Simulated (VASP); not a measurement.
Set up this calculation in VASP 6.6.1, as the native input.

```
Task                   : single point
Functional             : r2SCAN
Potentials or basis    : VASP PAW PBE potentials, release 64 (Hf_pv)
Cutoff                 : 520 eV
k mesh                 : 18 × 18 × 18
Occupations            : gaussian, width 0.15 eV
Spin                   : no spin polarisation
Dipole correction      : no
Further INCAR settings : ALGO = Normal; EDIFF = 1e-07; NBANDS = 11
```

The system is Hf.

```
Hf
1.0
     0.00000    2.22000    2.35320
     2.22000    0.00000    2.35320
     2.22000    2.22000    0.00000
Hf
1
Direct
  0.00000 0.00000 0.00000
```

This cell differs from its parent crystal: strain +0.0600 x Voigt [0, 0, 1, 0, 0, 0].

These files were run (other wordings do the same):

POSCAR

```
Hf
1.0
    0.0000000000      2.2200000000      2.3532000000
    2.2200000000      0.0000000000      2.3532000000
    2.2200000000      2.2200000000      0.0000000000
Hf
1
Direct
    0.0000000000      0.0000000000      0.0000000000
```

INCAR.step1

```
SYSTEM = Hf
PREC     = Accurate       ! precision mode
ENCUT    = 520            ! plane-wave cutoff, eV
ISMEAR   = 0              ! smearing method
SIGMA    = 0.15           ! smearing width, eV
LREAL    = .FALSE.        ! projectors in reciprocal space
LASPH    = .TRUE.         ! aspherical terms in the spheres
NELM     = 100            ! most SCF steps
NBANDS   = 11             ! bands
GGA      = PE             ! functional
ALGO     = Normal         ! electronic algorithm
EDIFF    = 1E-4           ! SCF threshold, eV
LWAVE    = .TRUE.         ! write WAVECAR
LCHARG   = .FALSE.        ! write CHGCAR
```

INCAR.step2

```
SYSTEM = Hf
PREC     = Accurate       ! precision mode
ENCUT    = 520            ! plane-wave cutoff, eV
EDIFF    = 1E-7           ! SCF threshold, eV
ISMEAR   = 0              ! smearing method
SIGMA    = 0.15           ! smearing width, eV
LREAL    = .FALSE.        ! projectors in reciprocal space
LASPH    = .TRUE.         ! aspherical terms in the spheres
NELM     = 100            ! most SCF steps
ALGO     = Normal         ! electronic algorithm
ISIF     = 2              ! what is computed and relaxed
LWAVE    = .FALSE.        ! write WAVECAR
LCHARG   = .FALSE.        ! write CHGCAR
METAGGA  = R2SCAN         ! meta-GGA
LMIXTAU  = .TRUE.       
NBANDS   = 11             ! bands
ISTART   = 1
```

KPOINTS

```
regular mesh
0
G
  18 18 18
  0 0 0
```

Potentials or basis: VASP PAW PBE potentials, release 64 (Hf_pv).

The run is started by

```console
$ cat potpaw_PBE.64/Hf_pv/POTCAR > POTCAR
$ cp INCAR.step1 INCAR
$ mpirun -np 1 vasp_std > vasp.out
$ cp INCAR.step2 INCAR
$ mpirun -np 1 vasp_std > vasp.out
```

It gave:

The pressure is -3.7 GPa and the band gap on the k mesh is zero (bands 5 and 6 overlap by 1.92 eV).

Caveat: the cell differs from its parent crystal (strain +0.0600 x Voigt [0, 0, 1, 0, 0, 0]); the cell stands under tension; the PAW data sets were made with another functional, which shifts forces and pressure a little; spin-orbit coupling is left out, which moves the levels of the heavy elements.

It took 3.1 min on 1 thread of Intel(R) Xeon(R) Platinum 8488C (Sapphire Rapids), with other jobs on the host, peak memory 0.24 GiB.
